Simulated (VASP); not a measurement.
Here is a VASP 6.6.1 calculation.

The input INCAR:

```
SYSTEM = Pd
  ALGO = Normal
  EDIFF = 1E-7
  ENCUT = 520
  GGA = PE
  ISIF = 2
  ISMEAR = -1
  LASPH = .TRUE.
  LCHARG = .FALSE.
  LREAL = .FALSE.
  LWAVE = .FALSE.
  NBANDS = 22
  NELM = 60
  PREC = Accurate
  SIGMA = 0.1
```

KPOINTS

```
k-points
0
G
  11 11 15
  0 0 0
```

File POSCAR:

```
Pd
1.0
    4.3808377035      0.0000000000      0.0000000000
   -2.1904188518      3.7939167411      0.0000000000
    0.0000000000      0.0000000000      2.6066904515
Pd
3
Direct
    0.0000000000      0.0000000000      0.0000000000
    0.3333333333      0.6666666667      0.5000000000
    0.6666666667      0.3333333333      0.5000000000
```

Potentials or basis: VASP PAW PBE potentials, release 64 (Pd).

The run is started by

```sh
$ cat potpaw_PBE.64/Pd/POTCAR > POTCAR
$ mpirun -np 1 vasp_std > vasp.out
```

**Question.** Estimate the band gap on the k mesh.

**Answer.** Zero (bands 15 and 16 overlap by 0.96 eV).

**Question.** Estimate the pressure.

**Answer.** 16.1 GPa.

Stress tensor (GPa, compression positive):
```
16.10  0.00  0.00
 0.00 16.10  0.00
 0.00  0.00 16.24
```

Caveat: the cell stands under pressure.
